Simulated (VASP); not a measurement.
# Ni (P6/mmm) in VASP: further runs, part 2 of 2

VASP 6.6.1. The steps go on from the part before.

### Step 5. Single point, PBE, collinear spin, ferromagnetic start

INCAR

```
PREC = Accurate
ENCUT = 520
EDIFF = 1E-6
ISMEAR = 0
SIGMA = 0.1
LREAL = F
LASPH = T
NELM = 150
ALGO = Fast
ISIF = 2
LWAVE = F
LCHARG = F
ISPIN = 2
MAGMOM = 0.73 0.77 0.73
LORBIT = 11
LMAXMIX = 4
GGA = PE
NBANDS = 26
```

KPOINTS

```
Automatic mesh
0
Gamma
  6 6 6
```

POSCAR

```
Ni
1.0
    3.9869950328      0.0000000000      0.0000000000
   -1.9934975164      3.4528389831      0.0000000000
    0.0000000000      0.0000000000      2.4235779891
Ni
3
Direct
    0.3333333333      0.6666666667      0.5000000000
    0.0000000000      0.0000000000      0.0000000000
    0.6666666667      0.3333333333      0.5000000000
```

Launch:

```bash
$ cat potpaw_PBE.64/Ni/POTCAR > POTCAR
$ mpirun -np 1 vasp_std > vasp.out
```

Wall time 61 s (1 thread of Intel Xeon Platinum 8259CL at 2.50GHz (Skylake/Cascade Lake), shared host); peak memory 0.17 GiB.

The run converged. Its results:

* Free energy: -16.0508 eV
* Pressure: -0.1 GPa
* Net moment: 1.93 μB per cell
* Site moments: Ni +0.67, +0.62 μB
* Valence electrons inside the program's atomic spheres: Ni 9.32, 9.23

Stress tensor (GPa, compression positive):
```
-0.12  0.00  0.00
 0.00 -0.12  0.00
 0.00  0.00 -0.03
```

Levels at points of the mesh, in eV from the Fermi level:
Spin up:
```csv
k point,band 12,band 13,band 14,band 15,band 16,band 17,band 18,band 19,band 20,band 21
"(0.00, 0.00, 0.00)",-1.51,-1.50,-1.50,-0.45,-0.45,6.01,6.01,6.04,6.04,8.27
"(0.50, 0.00, 0.00)",-0.94,-0.75,-0.74,-0.69,-0.69,-0.51,0.16,6.12,15.46,15.50
"(0.00, 0.00, 0.50)",-0.81,-0.73,-0.73,-0.08,0.89,1.62,9.78,10.10,10.10,11.30
"(0.50, 0.00, 0.50)",-1.07,-0.73,-0.50,-0.32,1.74,1.76,4.99,5.38,8.30,9.36
```
Spin down:
```csv
k point,band 10,band 11,band 12,band 13,band 14,band 15,band 16,band 17,band 18,band 19
"(0.00, 0.00, 0.00)",-1.35,-0.85,-0.85,-0.81,-0.81,0.28,0.28,6.27,6.27,6.28
"(0.50, 0.00, 0.00)",-0.75,-0.72,-0.26,-0.03,-0.01,0.01,0.10,0.11,0.30,6.51
"(0.00, 0.00, 0.50)",-1.36,-0.11,-0.11,0.08,0.08,0.74,1.38,2.17,9.81,10.17
"(0.50, 0.00, 0.50)",-0.94,-0.72,-0.25,-0.03,0.15,0.51,1.92,2.15,5.27,5.76
```

Caveat: the k points lie up to 0.43 Å⁻¹ apart.

### Step 6. Relaxation of cell and atoms, PBE, collinear spin, ferromagnetic start

This run uses another cell than the first one, of 10.17 Å³/atom, 0.915 times its volume.

INCAR

```
SYSTEM = Ni
  ALGO = Normal
  EDIFF = 1E-7
  EDIFFG = -0.04
  ENCUT = 600
  GGA = PE
  IBRION = 2
  ISIF = 3
  ISMEAR = 0
  ISPIN = 2
  LASPH = .True.
  LCHARG = .False.
  LMAXMIX = 4
  LORBIT = 11
  LREAL = .False.
  LWAVE = .False.
  MAGMOM = 0.73 0.77 0.73
  NELM = 150
  NSW = 90
  PREC = Accurate
  SIGMA = 0.1
```

KPOINTS

```
k-points
0
Gamma
  6 6 6
  0 0 0
```

POSCAR

```
Ni
1.0
    3.4570057548      0.0000000000      0.0000000000
   -1.7285028774      2.9938548046      0.0000000000
    0.0000000000      0.0000000000      2.9468295850
Ni
3
Direct
    0.3333333333      0.6666666667      0.5000000000
    0.0000000000      0.0000000000      0.0000000000
    0.6666666667      0.3333333333      0.5000000000
```

Potentials or basis: VASP PAW PBE potentials, release 64 (Ni).

Launch:

```bash
$ cat potpaw_PBE.64/Ni/POTCAR > POTCAR
$ mpirun -np 1 vasp_std > vasp.out
```

Run time: 9.5 min. Hardware: 1 thread of Intel Xeon Platinum 8259CL at 2.50GHz (Skylake/Cascade Lake), shared host; peak memory 0.18 GiB.

Results (log left out):

```yaml
Free_energy: -15.9537 eV
Relaxed_volume: 11.03 Å³/atom
Relaxed_cell: a = 3.984 Å, b = 3.984 Å, c = 2.406 Å, α = 90.00°, β = 90.00°, γ = 120.00°
Space_group_after_relaxing_to_0.05_Å: P6/mmm (No. 191)
Energy_gained_by_relaxing: 701.0 meV/atom
Ionic_steps: 12
Pressure_after_relaxing: -0.1 GPa
Band_gap_on_the_k_mesh: zero (filled and empty bands overlap)
Net_moment: 0.00 μB per cell
Valence_electrons_inside_the_program's_atomic_spheres: Ni 9.34, 9.25
```

Stress tensor (GPa, compression positive):
```
 0.03  0.00  0.00
 0.00  0.03  0.00
 0.00  0.00 -0.30
```

Step by step:
```
step  energy change (eV)  largest force (eV/Å)  pressure (GPa)  volume (Å³)
   1              0.0000                0.0000           49.12        30.50
   2             -0.6531                0.0000          -25.19        45.83
   3             -1.3467                0.0000           -9.28        38.01
   4             -1.9071                0.0000           -9.07        36.02
   5              1.8582                0.0000           80.14        28.40
   6             -1.9133                0.0000           -9.01        35.30
   7             -1.8535                0.0000            8.28        32.10
   8             -2.0773                0.0000           -5.51        34.16
   9             -2.0945                0.0000           -3.15        33.64
  10             -2.0944                0.0000           -3.67        33.74
  11             -2.0950                0.0000            3.77        32.48
  12             -2.1030                0.0000           -0.08        33.08
```

Final structure:
```
CELL_PARAMETERS angstrom
3.98448 0.00000 0.00000
-1.99224 3.45066 0.00000
0.00000 0.00000 2.40629
ATOMIC_POSITIONS crystal
Ni 0.33333 0.66667 0.50000
Ni 0.00000 0.00000 0.00000
Ni 0.66667 0.33333 0.50000
```

Levels at points of the mesh, in eV from the Fermi level:
Spin up:
```
           k point  band 12  band 13  band 14  band 15  band 16  band 17  band 18  band 19
(0.00, 0.00, 0.00)    -0.96    -0.92    -0.92     0.14     0.14     6.35     6.35     6.36
(0.50, 0.00, 0.00)    -0.37    -0.17    -0.14    -0.14    -0.06     0.15     0.29     6.54
(0.00, 0.00, 0.50)    -0.24    -0.08    -0.08     0.52     1.41     2.15    10.00    10.41
(0.50, 0.00, 0.50)    -0.41    -0.17     0.07     0.31     2.03     2.19     5.39     5.89
```
Spin down:
```tsv
k point	band 11	band 12	band 13	band 14	band 15	band 16	band 17	band 18	band 19	band 20
(0.00, 0.00, 0.00)	-0.96	-0.96	-0.92	-0.92	0.14	0.14	6.35	6.35	6.36	6.36
(0.50, 0.00, 0.00)	-0.83	-0.37	-0.17	-0.14	-0.14	-0.06	0.15	0.29	6.54	15.71
(0.00, 0.00, 0.50)	-0.24	-0.24	-0.08	-0.08	0.52	1.40	2.15	10.00	10.41	10.41
(0.50, 0.00, 0.50)	-0.88	-0.41	-0.17	0.07	0.31	2.03	2.19	5.39	5.89	8.67
```

### Step 7. Single point, PBE, collinear spin, ferromagnetic start

This run uses another cell than the first one: it holds 1 atom, not 3.

INCAR

```
SYSTEM = Ni
PREC = Accurate ; ENCUT = 520
EDIFF = 1E-6 ; ISMEAR = 0
SIGMA = 0.1 ; LREAL = .FALSE.
LASPH = .TRUE. ; NELM = 150
ALGO = Normal ; ISIF = 2
LWAVE = .FALSE. ; LCHARG = .TRUE.
ISPIN = 2 ; MAGMOM = -0.33
LORBIT = 11 ; LMAXMIX = 4
GGA = PE ; LELF = .TRUE.
LVHAR = .TRUE. ; NBANDS = 15
```

KPOINTS

```
regular mesh
0
G
  27 27 24
  0 0 0
```

POSCAR

```
Ni
1.0
    2.4117616547      0.0000000000      0.0000000000
   -1.2058808274      2.0886468608      0.0000000000
    0.0000000000      0.0000000000      2.3483906327
Ni
1
Direct
    0.0000000000      0.0000000000      0.0000000000
```

Potentials or basis: VASP PAW PBE potentials, release 64 (Ni).

Launch:

```bash
$ cat potpaw_PBE.64/Ni/POTCAR > POTCAR
$ mpirun -np 1 vasp_std > vasp.out
```

OUTCAR:

```text
SYSTEM = Ni
   PREC = Accurate
   ENCUT = 520
   EDIFF = 1E-6
   ISMEAR = 0
   LREAL = .FALSE.
   LASPH = .TRUE.
   NELM = 150
   ISIF = 2
   ISPIN = 2
   LORBIT = 11
   GGA = PE

 ion  position               nearest neighbor table
   1  0.000  0.000  0.000-

  LATTYP: Found a hexagonal cell.
 ALAT       =     2.4117616547
 C/A-ratio  =     0.9737241771

  Lattice vectors:

 A1 = (   2.4117616547,   0.0000000000,   0.0000000000)
 A2 = (  -1.2058808274,   2.0886468608,   0.0000000000)
 A3 = (   0.0000000000,   0.0000000000,   2.3483906327)

Analysis of symmetry for initial positions (statically):
=====================================================================
 Subroutine PRICEL returns:
 Original cell was already a primitive cell.

 Routine SETGRP: Setting up the symmetry group for a
 hexagonal supercell.

 Subroutine GETGRP returns: Found 24 space group operations
 (whereof 24 operations were pure point group operations)
 out of a pool of 24 trial point group operations.

The static configuration has the point symmetry D_6h.

Analysis of symmetry for dynamics (positions and initial velocities):
=====================================================================
 Subroutine PRICEL returns:
 Original cell was already a primitive cell.

 Routine SETGRP: Setting up the symmetry group for a
 hexagonal supercell.

 Subroutine GETGRP returns: Found 24 space group operations
 (whereof 24 operations were pure point group operations)
 out of a pool of 24 trial point group operations.

The dynamic configuration has the point symmetry D_6h.

Analysis of structural, dynamic, and magnetic symmetry:
=====================================================================
 Subroutine PRICEL returns:
 Original cell was already a primitive cell.

 Routine SETGRP: Setting up the symmetry group for a
 hexagonal supercell.

 Subroutine GETGRP returns: Found 24 space group operations
 (whereof 24 operations were pure point group operations)
 out of a pool of 24 trial point group operations.

The overall configuration has the point symmetry D_6h.

 Subroutine INISYM returns: Found 24 space group operations
 (whereof 24 operations are pure point group operations),
 and found     1 'primitive' translations
[... 155 lines left out ...]
      1      -0.1643      1.00000
      2       5.0255      1.00000
      3       6.6319      1.00000
      4       6.6319      1.00000
      5       8.4613      0.00001
      6       8.4613      0.00001
      7      26.7439      0.00000
      8      31.7811      0.00000
      9      31.8517      0.00000
     10      34.8269      0.00000
     11      34.8269      0.00000
     12      37.0743      0.00000
     13      37.0743      0.00000
     14      43.4733      0.00000
[... 403 lines left out ...]
      4       7.4176      1.00000
      5       8.2459      0.12253
      6       8.4584      0.00002
      7      16.1993      0.00000
      8      25.4486      0.00000
      9      31.5322      0.00000
     10      33.4785      0.00000
     11      33.5858      0.00000
     12      41.3733      0.00000
     13      43.4592      0.00000
     14      48.4451      0.00000
     15      52.4969      0.00000

 [... further k-points ...]

 spin component 2

 k-point     1 :       0.0000    0.0000    0.0000
  band No.  band energies     occupation
      1      -0.1602      1.00000
      2       4.5790      1.00000
      3       6.0815      1.00000
      4       6.0815      1.00000
      5       7.8922      0.99994
      6       7.8922      0.99994
      7      26.7131      0.00000
      8      31.7628      0.00000
      9      31.8905      0.00000
     10      34.7201      0.00000
     11      34.7201      0.00000
     12      37.0270      0.00000
     13      37.0270      0.00000
     14      43.3870      0.00000
[... 403 lines left out ...]
      4       6.8906      1.00000
      5       7.6842      1.00000
      6       7.8777      0.99997
      7      15.9998      0.00000
      8      25.3934      0.00000
      9      31.4415      0.00000
     10      33.4122      0.00000
     11      33.6249      0.00000
     12      41.3436      0.00000
     13      43.4354      0.00000
     14      48.4232      0.00000
     15      52.3917      0.00000

 [... further k-points ...]
[... 5 lines left out ...]
  --------------------------------------------------------------------------------------
  -------------------------------------------------------------------------------------
  Total       -0.0034250     -0.0034250     -0.0217720      0.0000000      0.0000000      0.0000000
  in kB       -0.4638751     -0.4638751     -2.9487620      0.0000000      0.0000000      0.0000000
  external PRESSURE =      -1.2921708 kB  Pullay stress =       0.0000000 kB

 VOLUME and BASIS-vectors are now :
 -----------------------------------------------------------------------------
  energy-cutoff  :      520.00
  volume of cell :       11.83
      direct lattice vectors                 reciprocal lattice vectors
     2.411761655  0.000000000  0.000000000     0.414634671  0.239389439  0.000000000
    -1.205880827  2.088646861  0.000000000     0.000000000  0.478778878  0.000000000
     0.000000000  0.000000000  2.348390633     0.000000000  0.000000000  0.425823535

 POSITION                                       TOTAL-FORCE (eV/Angst)
 -----------------------------------------------------------------------------------
      0.00000      0.00000      0.00000        -0.000000      0.000000      0.000000
 -----------------------------------------------------------------------------------
    total drift:                                0.000000      0.000000      0.000000

  FREE ENERGIE OF THE ION-ELECTRON SYSTEM (eV)
  ---------------------------------------------------
  free  energy   TOTEN  =        -5.0714440153 eV

  energy  without entropy=       -5.0613436849  energy(sigma->0) =       -5.06639385

 total charge

# of ion       s       p       d       tot
------------------------------------------
    1        0.506   0.432   8.339   9.276

 magnetization (x)

# of ion       s       p       d       tot
------------------------------------------
    1        0.004   0.010  -0.522  -0.508
```

stdout:

```text
POSCAR found type information on POSCAR Ni
 POSCAR found :  1 types and       1 ions
 scaLAPACK will be used
 LDA part: xc-table for (Slater+PW92), standard interpolation
 POSCAR, INCAR and KPOINTS ok, starting setup
 FFT: planning ... GRIDC
 FFT: planning ... GRID_SOFT
 FFT: planning ... GRID
 WAVECAR not read
 entering main loop
```

Wall time 2.1 min (1 thread of Intel Xeon 6975P-C (Granite Rapids), shared host); peak memory 0.34 GiB.

Results:

* Free energy: -5.0714 eV
* Pressure: -0.1 GPa
* Net moment: -0.50 μB per cell
* Site moments: Ni -0.51 μB
* Valence electrons inside the program's atomic spheres: Ni 9.28

Stress tensor (GPa, compression positive):
```
-0.05  0.00  0.00
 0.00 -0.05  0.00
 0.00  0.00 -0.29
```

### Step 8. The runs side by side

| task | cell | k mesh | cutoff (eV) | gap on the mesh (eV) | pressure (GPa) | moment (μB) | relaxed volume (Å³/atom) |
| --- | --- | --- | --- | --- | --- | --- | --- |
| single point | a = 3.987, b = 3.987, c = 2.422 Å, angles 90.0, 90.0, 120.0°, 3 atoms | 6 × 6 × 6 | 520 | none | 0.0 | 1.93 | - |
| relaxation of cell and atoms | relaxed from a = 4.113, b = 4.113, c = 2.521 Å, angles 90.0, 90.0, 120.0°, 3 atoms | 6 × 6 × 6 | 600 | none | 0.3 | 1.92 | 11.10 |
| single point | a = 2.408, b = 2.408, c = 2.345 Å, angles 90.0, 90.0, 120.0°, 1 atom | 10 × 10 × 6 | 520 | none | 0.0 | 0.28 | - |
| single point | a = 3.987, b = 3.987, c = 2.424 Å, angles 90.0, 90.0, 120.0°, 3 atoms | 6 × 6 × 6 | 520 | none | -0.1 | 1.93 | - |
| relaxation of cell and atoms | relaxed from a = 3.457, b = 3.457, c = 2.947 Å, angles 90.0, 90.0, 120.0°, 3 atoms | 6 × 6 × 6 | 600 | none | -0.1 | 0.00 | 11.03 |
| single point | a = 2.412, b = 2.412, c = 2.348 Å, angles 90.0, 90.0, 120.0°, 1 atom | 27 × 27 × 24 | 520 | none | -0.1 | 0.50 | - |

Alike in all rows: level PBE; potentials or basis VASP PAW PBE potentials, release 64 (Ni); spin collinear, ferromagnetic start; smearing gaussian 0.1 eV.

Caveats: some runs use coarse meshes.

Absolute energies hang on the potentials; compare differences alone.
